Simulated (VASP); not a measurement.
Pb, 2 atoms in the cell. Symmetry: Fd-3m, No. 227, cubic system. Conventional cell: a = 6.819 Å, b = 6.819 Å, c = 6.819 Å, α = 90.00°, β = 90.00°, γ = 90.00°. Within 3.9 Å of Pb (site symmetry -43m) lie 4 Pb at 2.95 Å.  This cell differs from its parent crystal: volume scaled by 0.96.

* Program: VASP 6.6.1
* Task: single point
* Functional: PBEsol
* Potentials or basis: VASP PAW PBE potentials, release 64 (Pb_d)
* Cutoff: 520 eV
* k mesh: 9 × 9 × 9
* Occupations: fermi-dirac, width 0.1 eV
* Spin: no spin polarisation
* Dipole correction: no
* Further INCAR settings: ALGO = Normal; EDIFF = 1e-06; NBANDS = 21

Potentials or basis: VASP PAW PBE potentials, release 64 (Pb_d).

Command:

```sh
$ cat potpaw_PBE.64/Pb_d/POTCAR > POTCAR
$ mpirun -np 1 vasp_std > vasp.out
```

Hardware: 1 thread of Intel(R) Xeon(R) Platinum 8375C CPU @ 2.90GHz (Ice Lake), on a shared host.

Task: Estimate the wall time of this run.

Result: It took 48 s on 1 thread of Intel(R) Xeon(R) Platinum 8375C CPU @ 2.90GHz (Ice Lake), with other jobs on the host, peak memory 0.22 GiB. Counts: scf iterations 12, k points 35.
